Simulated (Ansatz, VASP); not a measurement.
**Ca2Si: VASP beside Ansatz**

```
Ca Si
1.0
     0.00000    3.58349    3.33820
     3.58349    0.00000    3.33820
     3.58349    3.58349    0.00000
Ca Si
2 1
Direct
  0.75000 0.75000 0.75000
  0.25000 0.25000 0.25000
  0.00000 0.00000 0.00000
```

Change from the starting cell: mode 6 frozen in at +0.000 Å, strain +e along z and -e/2 along x and y -0.0467.

Alike in both runs: task single point; functional LDA; k mesh 8 × 8 × 8; occupations gaussian, width 0.05 eV; no spin polarisation.

|  | VASP | Ansatz |
| --- | --- | --- |
| version | VASP 6.6.1 | Ansatz 0.2.0 |
| potentials or method | VASP PAW LDA potentials, release 64 (Ca_sv, Si), cutoff 520 eV | scalar-relativistic, plane waves, PAW |
| valence electrons in the cell | 24 | 24 |

|  | VASP | Ansatz | Ansatz less VASP |
| --- | --- | --- | --- |
| gap on the k mesh at the Fermi level (eV) | 0.19 | 0.20 | +0.007 |
| least direct gap on the mesh (eV) | 0.19 | 0.20 | +0.007 |
| pressure (GPa) | 0.1 | 0.0 | -0.11 |
| traceless stress, the component that is largest in VASP (GPa) | 3.22 | 3.23 | +0.009 |

LDA's correlation is that of Perdew and Zunger in VASP and of Perdew and Wang (1992) in Ansatz.
